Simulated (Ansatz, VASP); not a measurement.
## KBr: VASP beside Ansatz

```xyz
2
Lattice="0.0000 3.2925 3.2925 3.2925 0.0000 3.2925 3.2925 3.2925 0.0000" Properties=species:S:1:pos:R:3 pbc="T T T"
K     0.0000    0.0000    0.0000
Br    3.2925    3.2925    3.2925
```

Alike in both runs: task single point; functional PBEsol; k mesh 6 × 6 × 6; occupations fermi-dirac, width 0.01 eV; no spin polarisation.

|  | VASP | Ansatz |
| --- | --- | --- |
| version | VASP 6.6.1 | Ansatz 0.2.0 |
| potentials or method | VASP PAW PBE potentials, release 64 (K_sv, Br), cutoff 520 eV | all-electron LAPW, scalar-relativistic |

|  | VASP | Ansatz | Ansatz less VASP |
| --- | --- | --- | --- |
| gap on the k mesh at the Fermi level (eV) | 4.30 | 4.30 | +0.003 |
| pressure (GPa) | -0.2 | -0.2 | -0.05 |

VASP's potentials were made for PBE, not for PBEsol. Ansatz ran all-electron here, and VASP with PAW potentials.
